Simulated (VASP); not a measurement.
BaTiO3, 10 atoms in the cell. Symmetry: Amm2, No. 38, orthorhombic system. The conventional cell has a = 4.015 Å, b = 5.720 Å, c = 5.740 Å, α = 90.00°, β = 90.00°, γ = 90.00°. Within 3.7 Å of Ba (site symmetry mm2) lie 12 O at 2.81 to 2.93 Å and 8 Ti at 3.42 to 3.58 Å. Ti (site symmetry mm2) has 6 O at 1.93 to 2.13 Å within 2.6 Å. O (site symmetry mm2) has 2 Ti at 2.01 Å and 4 Ba at 2.81 to 2.93 Å and 8 O at 2.84 to 2.86 Å within 3.0 Å. Within 2.6 Å of O (site symmetry m) lie 2 Ti at 1.93 to 2.13 Å. Within 2.6 Å of O (site symmetry m) lie 2 Ti at 1.93 to 2.13 Å. 

| Quantity | Value |
| --- | --- |
| Program | VASP 6.6.1 |
| Task | single point |
| Functional | r2SCAN |
| Potentials or basis | VASP PAW PBE potentials, release 64 (Ba_sv, Ti_sv, O) |
| Cutoff | 520 eV |
| k mesh | 5 × 5 × 6 |
| Occupations | methfessel-paxton, width 0.0104 eV |
| Spin | no spin polarisation |
| Dipole correction | no |
| Further INCAR settings | ALGO = Normal; EDIFF = 1e-07; NBANDS = 51 |

Potentials or basis: VASP PAW PBE potentials, release 64 (Ba_sv, Ti_sv, O).

Run with:

```sh
$ cat potpaw_PBE.64/Ba_sv/POTCAR potpaw_PBE.64/Ti_sv/POTCAR potpaw_PBE.64/O/POTCAR > POTCAR
$ cp INCAR.step1 INCAR
$ mpirun -np 1 vasp_std > vasp.out
$ cp INCAR.step2 INCAR
$ mpirun -np 1 vasp_std > vasp.out
```

Hardware: 1 thread of Intel(R) Xeon(R) Platinum 8488C (Sapphire Rapids), with other jobs on the host.

Estimate the wall time of this run.

It took 13 min on 1 thread of Intel(R) Xeon(R) Platinum 8488C (Sapphire Rapids), with other jobs on the host, peak memory 0.42 GiB. Counts: k points 48.
